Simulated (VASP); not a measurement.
# Si16Ge (a cell with a defect) in VASP: relaxation of the atoms with PBE

Aim: the relaxation of the atoms of Si16Ge (a cell with a defect) with PBE.

Program: VASP 6.6.1. These are calculated values, not measurements. Logs are shortened: lines on timing, memory, paths and dates and some standing lists are left out, and cuts for length are marked.

### 1 The cell of the first run

The cell holds a defect, 17 atoms: a = 7.679 Å, b = 7.679 Å, c = 7.679 Å, α = 60.00°, β = 60.00°, γ = 60.00°.

### 2 Relaxation of the atoms, PBE

INCAR

```
SYSTEM = Si16Ge
PREC = Accurate ; ENCUT = 520
EDIFF = 1E-6 ; ISMEAR = 0
SIGMA = 0.02 ; LREAL = Auto
LASPH = .True. ; NELM = 80
ALGO = Normal ; ISIF = 2
LWAVE = .False. ; LCHARG = .False.
GGA = PE ; IBRION = 2
NSW = 80 ; EDIFFG = -0.03
```

KPOINTS

```
Automatic mesh
0
Gamma
  2 2 2
  0 0 0
```

POSCAR

```
Si16Ge
1.0
    0.0000000000      5.4300000000      5.4300000000
    5.4300000000      0.0000000000      5.4300000000
    5.4300000000      5.4300000000      0.0000000000
Si Ge
16 1
Direct
    0.0000000000      0.0000000000      0.0000000000
    0.1250000000      0.1250000000      0.1250000000
    0.0000000000      0.0000000000      0.5000000000
    0.1250000000      0.1250000000      0.6250000000
    0.0000000000      0.5000000000      0.0000000000
    0.1250000000      0.6250000000      0.1250000000
    0.0000000000      0.5000000000      0.5000000000
    0.1250000000      0.6250000000      0.6250000000
    0.5000000000      0.0000000000      0.0000000000
    0.6250000000      0.1250000000      0.1250000000
    0.5000000000      0.0000000000      0.5000000000
    0.6250000000      0.1250000000      0.6250000000
    0.5000000000      0.5000000000      0.0000000000
    0.6250000000      0.6250000000      0.1250000000
    0.5000000000      0.5000000000      0.5000000000
    0.6250000000      0.6250000000      0.6250000000
    0.8775822000      0.3749283000      0.8699186000
```

Potentials or basis: VASP PAW PBE potentials, release 64 (Si, Ge_d).

On the command line:

```sh
> cat potpaw_PBE.64/Si/POTCAR potpaw_PBE.64/Ge_d/POTCAR > POTCAR
> mpirun -np 1 vasp_std > vasp.out
```

OUTCAR:

```text
SYSTEM = Si16Ge
   PREC = Accurate
   ENCUT = 520
   EDIFF = 1E-6
   ISMEAR = 0
   LREAL = Auto
   LASPH = .True.
   NELM = 80
   ISIF = 2
   GGA = PE
   IBRION = 2
   NSW = 80
   EDIFFG = -0.03

 ion  position               nearest neighbor table
   1  0.000  0.000  0.000-  17 2.35   4 2.35   6 2.35  10 2.35   2 2.35
   2  0.125  0.125  0.125-   1 2.35   3 2.35   5 2.35   9 2.35  17 2.73
   3  0.000  0.000  0.500-   2 2.35   4 2.35   8 2.35  12 2.35
   4  0.125  0.125  0.625-   1 2.35   3 2.35   7 2.35  11 2.35  17 2.69
   5  0.000  0.500  0.000-   2 2.35   6 2.35   8 2.35  14 2.35  17 2.37
   6  0.125  0.625  0.125-   1 2.35   5 2.35   7 2.35  13 2.35
   7  0.000  0.500  0.500-  17 2.32   6 2.35   8 2.35  16 2.35   4 2.35
   8  0.125  0.625  0.625-   3 2.35   5 2.35   7 2.35  15 2.35  17 2.70
   9  0.500  0.000  0.000-   2 2.35  10 2.35  12 2.35  14 2.35
  10  0.625  0.125  0.125-   1 2.35   9 2.35  11 2.35  13 2.35  17 2.73
  11  0.500  0.000  0.500-   4 2.35  10 2.35  12 2.35  16 2.35
  12  0.625  0.125  0.625-   3 2.35   9 2.35  11 2.35  15 2.35
  13  0.500  0.500  0.000-   6 2.35  10 2.35  14 2.35  16 2.35  17 2.37
  14  0.625  0.625  0.125-   5 2.35   9 2.35  13 2.35  15 2.35  17 2.74
  15  0.500  0.500  0.500-   8 2.35  12 2.35  14 2.35  16 2.35
  16  0.625  0.625  0.625-   7 2.35  11 2.35  13 2.35  15 2.35  17 2.70
  17  0.878  0.375  0.870-   7 2.32   1 2.35   5 2.37  13 2.37   4 2.69   8 2.70  16 2.70   2 2.73
                            10 2.73  14 2.74

  LATTYP: Found a face centered cubic cell.
 ALAT       =    10.8600000000

  Lattice vectors:

 A1 = (   0.0000000000,   5.4300000000,   5.4300000000)
 A2 = (   5.4300000000,   0.0000000000,   5.4300000000)
 A3 = (   5.4300000000,   5.4300000000,   0.0000000000)

Analysis of symmetry for initial positions (statically):
=====================================================================
 Subroutine PRICEL returns:
 Original cell was already a primitive cell.

 Routine SETGRP: Setting up the symmetry group for a
 face centered cubic supercell.

 Subroutine GETGRP returns: Found  1 space group operations
 (whereof  1 operations were pure point group operations)
 out of a pool of 48 trial point group operations.

The static configuration has the point symmetry C_1 .

Analysis of symmetry for dynamics (positions and initial velocities):
=====================================================================
 Subroutine PRICEL returns:
 Original cell was already a primitive cell.

 Routine SETGRP: Setting up the symmetry group for a
 face centered cubic supercell.

 Subroutine GETGRP returns: Found  1 space group operations
 (whereof  1 operations were pure point group operations)
 out of a pool of 48 trial point group operations.

The dynamic configuration has the point symmetry C_1 .

 Subroutine INISYM returns: Found  1 space group operations
 (whereof  1 operations are pure point group operations),
 and found     1 'primitive' translations

----------------------------------------------------------------------------------------

                                     Primitive cell

  volume of cell :     320.2060

  direct lattice vectors                    reciprocal lattice vectors
     0.000000000  5.430000000  5.430000000    -0.092081031  0.092081031  0.092081031
     5.430000000  0.000000000  5.430000000     0.092081031 -0.092081031  0.092081031
     5.430000000  5.430000000  0.000000000     0.092081031  0.092081031 -0.092081031

  length of vectors
     7.679179644  7.679179644  7.679179644     0.159489025  0.159489025  0.159489025

  position of ions in fractional coordinates (direct lattice)
     0.000000000  0.000000000  0.000000000
     0.125000000  0.125000000  0.125000000
     0.000000000  0.000000000  0.500000000
     0.125000000  0.125000000  0.625000000
     0.000000000  0.500000000  0.000000000
     0.125000000  0.625000000  0.125000000
[... 9 lines left out ...]
     0.625000000  0.625000000  0.625000000
     0.877582200  0.374928300  0.869918600

  ion indices of the primitive-cell ions
   primitive index   ion index
                 1           1
                 2           2
                 3           3
                 4           4
                 5           5
                 6           6
[... 9 lines left out ...]
                16          16
                17          17

----------------------------------------------------------------------------------------

 KPOINTS: Automatic mesh

Automatic generation of k-mesh.
 Grid dimensions read from file:
 generate k-points for:    2    2    2

 Generating k-lattice:

  Cartesian coordinates                     Fractional coordinates (reciprocal lattice)
    -0.046040516  0.046040516  0.046040516     0.500000000  0.000000000  0.000000000
     0.046040516 -0.046040516  0.046040516     0.000000000  0.500000000  0.000000000
     0.046040516  0.046040516 -0.046040516     0.000000000  0.000000000  0.500000000

  Length of vectors
     0.079744512  0.079744512  0.079744512

  Shift w.r.t. Gamma in fractional coordinates (k-lattice)
     0.000000000  0.000000000  0.000000000

 Subroutine IBZKPT returns following result:
 ===========================================

 Found      8 irreducible k-points:

 Following reciprocal coordinates:
            Coordinates               Weight
  0.000000  0.000000  0.000000      1.000000
  0.500000  0.000000  0.000000      1.000000
  0.000000  0.500000  0.000000      1.000000
  0.000000  0.000000  0.500000      1.000000
  0.500000  0.500000  0.500000      1.000000
  0.500000  0.500000  0.000000      1.000000
  0.000000  0.500000  0.500000      1.000000
  0.500000  0.000000  0.500000      1.000000
   k-points           NKPTS =      8   k-points in BZ     NKDIM =      8   number of bands    NBANDS=     48
   number of dos      NEDOS =    301   number of ions     NIONS =     17
   total plane-waves  NPLWV = 216000
   dimension x,y,z NGX =    60 NGY =   60 NGZ =   60
   dimension x,y,z NGXF=   120 NGYF=  120 NGZF=  120
   ions per type =              16   1
   NGX,Y,Z   is equivalent  to a cutoff of  12.99, 12.99, 12.99 a.u.
   NGXF,Y,Z  is equivalent  to a cutoff of  25.98, 25.98, 25.98 a.u.
 SYSTEM =  Si16Ge
   PREC   = accura    normal or accurate (medium, high low for compatibility)
   ISTART =      0    job   : 0-new  1-cont  2-samecut
   ICHARG =      2    charge: 1-file 2-atom 10-const
   ISPIN  =      1    spin polarized calculation?
   LNONCOLLINEAR =      F non collinear calculations
   LSORBIT =      F    spin-orbit coupling
   LASPH  =      T    aspherical Exc in radial PAW
   ENCUT  =  520.0 eV  38.22 Ry    6.18 a.u.  14.28 14.28 14.28*2*pi/ulx,y,z
   NELM   =     80;   NELMIN=  2; NELMDL= -5     # of ELM steps
   EDIFF  = 0.1E-05   stopping-criterion for ELM
   LREAL  =      T    real-space projection
   EDIFFG = -.3E-01   stopping-criterion for IOM
   NSW    =     80    number of steps for IOM
   IBRION =      2    ionic relax: 0-MD 1-quasi-New 2-CG
   NFREE  =      1    steps in history (QN), initial steepest desc. (CG)
   ISIF   =      2    stress and relaxation
   ISYM   =      2    0-nonsym 1-usesym 2-fastsym
   POTIM  = 0.5000    time-step for ionic-motion
   TEBEG  =    0.0;   TEEND  =   0.0 temperature during run
   PSTRESS=    0.0 pullay stress
   NELECT =      78.0000    total number of electrons
   NUPDOWN=      -1.0000    fix difference up-down
   EMIN   =  10.00;   EMAX   =-10.00  energy-range for DOS
   EFERMI =   0.00;   METHOD = LEGACY
   ISMEAR =     0;   SIGMA  =   0.02  broadening in eV -4-tet -1-fermi 0-gaus
   EFERMI_NEDOS =   21; number of points for ismear=-14 and -15
   IALGO  =     38    algorithm
   IMIX   =      4    mixing-type and parameters
     AMIX     =   0.40;   BMIX     =  1.00
     AMIX_MAG =   1.60;   BMIX_MAG =  1.00
  volume/ion in A,a.u.               =      18.84       127.11
  Fermi-wavevector in a.u.,A,eV,Ry     =   1.022421  1.932096 14.222785  1.045345
  Thomas-Fermi vector in A             =   2.156100
   LORBIT       =      0    0 simple, 1 ext, 2 COOP (PROOUT), +10 PAW based schemes
   GGA     = PE    functional components
   LHFCALC =     F    Hartree Fock is set to
   AEXX    =    0.0000 exact exchange contribution
   IVDW    =     0    specifies the selected vdW correction
   LEPSILON=     F    determine dielectric tensor
   LRPA    =     F    only Hartree local field effects (RPA)
 conjugate gradient relaxation of ions
 non-spin polarized calculation
 Gauss-broadening in eV      SIGMA  =   0.02
  energy-cutoff  :      520.00
  volume of cell :      320.21
 maximum number of plane-waves:      8646
 NGX is ok and might be reduce to    60
   NGX = 29   NGY = 29   NGZ = 29

--------------------------------------- Ionic step        1  -------------------------------------------

 number of electron      78.0000006 magnetization

 Free energy of the ion-electron system (eV)
  ---------------------------------------------------
  ext. energy  EPLUGINS =         0.00000000
  ---------------------------------------------------
  free energy    TOTEN  =       -86.35712245 eV

  energy without entropy =      -86.35326630  energy(sigma->0) =      -86.35519437

------------------------ aborting loop because EDIFF is reached ----------------------------------------

  FORCE on cell =-STRESS in cart. coord.  units (eV):
  Direction    XX          YY          ZZ          XY          YZ          ZX
  --------------------------------------------------------------------------------------
  -------------------------------------------------------------------------------------
  Total       15.4316389     15.4196690     15.4197195      0.2300642     -0.4623008     -0.2290638
  in kB       77.2134840     77.1535919     77.1538446      1.1511454     -2.3131602     -1.1461397
  external PRESSURE =      77.1736402 kB  Pullay stress =       0.0000000 kB
[... 291 lines left out ...]
  energy  without entropy=      -86.6873562204  energy(sigma->0) =      -86.68881307

--------------------------------------- Ionic step        7  -------------------------------------------

 number of electron      77.9999998 magnetization

 Free energy of the ion-electron system (eV)
  ---------------------------------------------------
  ext. energy  EPLUGINS =         0.00000000
  ---------------------------------------------------
  free energy    TOTEN  =       -86.69142079 eV

  energy without entropy =      -86.68856491  energy(sigma->0) =      -86.68999285

 E-fermi :   6.9467     XC(G=0):  -9.7504

 val. band max:        6.9464499845   @ k =   0.0000   0.0000   0.0000
 cond. band min:       6.9470018989   @ k =   0.0000   0.0000   0.0000
 fundamental gap:      0.0005519144
 Fermi energy:         6.9466731235

 k-point     1 :       0.0000    0.0000    0.0000
  band No.  band energies     occupation
      1     -18.2680      2.00000
      2     -18.2680      2.00000
      3     -18.2679      2.00000
      4     -18.2542      2.00000
      5     -18.2542      2.00000
      6      -6.5253      2.00000
[... 441 lines left out ...]
  FREE ENERGIE OF THE ION-ELECTRON SYSTEM (eV)
  ---------------------------------------------------
  free  energy   TOTEN  =       -86.6914207891 eV

  energy  without entropy=      -86.6885649104  energy(sigma->0) =      -86.68999285

 reached required accuracy - stopping structural energy minimisation
```

Wall time 18 min (1 thread of Oxide Virtual Turin-like, shared host); peak memory 0.53 GiB.

Results:

- Free energy: -86.6914 eV
- Energy gained by relaxing: 19.7 meV/atom
- Ionic steps: 7
- Pressure after relaxing: 6.7 GPa
- Largest force after relaxing: 0.020 eV/Å
- Band gap on the k mesh: zero (bands 39 and 40 overlap by 0.32 eV)

Forces on the atoms (eV/Å):
```
Si  -0.005 -0.003  0.003
Si  -0.002  0.003 -0.003
Si  -0.005  0.010  0.007
Si  -0.006 -0.004  0.004
Si  -0.003  0.001  0.006
Si   0.005  0.002 -0.002
Si   0.002  0.004 -0.004
Si  -0.006 -0.006  0.006
Si   0.005  0.004 -0.004
Si  -0.002  0.003 -0.003
Si  -0.005 -0.007 -0.010
Si   0.001  0.000  0.000
Si  -0.003 -0.006 -0.001
Si   0.005  0.001 -0.001
Si   0.010 -0.005  0.005
Si  -0.006 -0.006  0.006
Ge   0.017  0.007 -0.007
```

Step by step:
```
step  energy change (eV)  largest force (eV/Å)  pressure (GPa)
   1              0.0000                1.7888            7.72
   2             -0.3263                0.1637            6.71
   3             -0.3274                0.2594            6.65
   4             -0.3274                0.2175            6.67
   5             -0.3331                0.0641            6.66
   6             -0.3331                0.0930            6.66
   7             -0.3343                0.0196            6.66
```

Final structure:
```
Si Ge
1.0
     0.00000    5.43000    5.43000
     5.43000    0.00000    5.43000
     5.43000    5.43000    0.00000
Si Ge
16 1
Cartesian
  5.3879 0.0429 5.3871
  1.3572 1.4054 1.3575
  2.7234 8.1352 5.4210
  4.0229 4.0721 1.3579
  2.7556 0.0405 2.7552
  4.0661 1.3544 4.0756
  5.3835 2.6681 2.7619
  6.7869 4.0719 4.1215
  5.4215 8.1368 2.7232
  1.3572 4.0725 4.0246
  2.7234 5.4390 2.7248
  4.0729 6.7877 4.0723
  2.7556 2.6748 5.3895
  4.1197 4.0724 6.7876
  5.4205 5.4384 5.4216
  6.7869 6.7385 6.7881
  6.7784 9.4982 6.7918
```

Caveat: the k points lie up to 0.50 Å⁻¹ apart.
